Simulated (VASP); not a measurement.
Write the native input for VASP 6.6.1 that does the following.

| Item | Value |
| --- | --- |
| Task | single point |
| Functional | PBEsol |
| Potentials or basis | VASP PAW PBE potentials, release 64 (C_h) |
| Cutoff | 1300 eV |
| k mesh | 9 × 9 × 6 |
| Occupations | gaussian, width 0.02 eV |
| Spin | no spin polarisation |
| Dipole correction | no |
| Further INCAR settings | ALGO = Normal; EDIFF = 1e-06; NBANDS = 16 |

The structure of C lies in POSCAR:

```
C
1.0
    2.4993962492      0.0000000000      0.0000000000
   -1.2496981246      2.1645406459      0.0000000000
    0.0000000000      0.0000000000      4.2229976408
C
4
Direct
    0.3333333333      0.6666666667     -0.0002601248
    0.6666666667      0.3333333333      0.4997398752
    0.3333333333      0.6666666667      0.3742601248
    0.6666666667      0.3333333333      0.8742601248
```

This cell differs from its parent crystal: strained cell.

One way to write it, as run:

INCAR

```
PREC = Accurate
ENCUT = 1300
EDIFF = 1E-6
ISMEAR = 0
SIGMA = 0.02
LREAL = False
LASPH = True
NELM = 120
ALGO = Normal
ISIF = 2
LWAVE = False
LCHARG = True
GGA = PS
LELF = True
LVHAR = True
NBANDS = 16
GGA_COMPAT = False
```

KPOINTS

```
regular mesh
0
Gamma
  9 9 6
```

Potentials or basis: VASP PAW PBE potentials, release 64 (C_h).

Run with:

```sh
$ cat potpaw_PBE.64/C_h/POTCAR > POTCAR
$ mpirun -np 1 vasp_std > vasp.out
```

It gave:

| Item | Value |
| --- | --- |
| Pressure | -6.5 GPa |
| Band gap on the k mesh | 3.10 eV (least direct gap 4.87 eV) |

Caveat: the cell differs from its parent crystal (strained cell); the stress differs along the axes, from -19 to -0 GPa; the PAW data sets were made with another functional, which shifts forces and pressure a little.

Wall time 53 s on 1 thread of Intel(R) Xeon(R) Platinum 8259CL CPU @ 2.50GHz (Skylake/Cascade Lake), with other jobs on the host, peak memory 0.21 GiB.
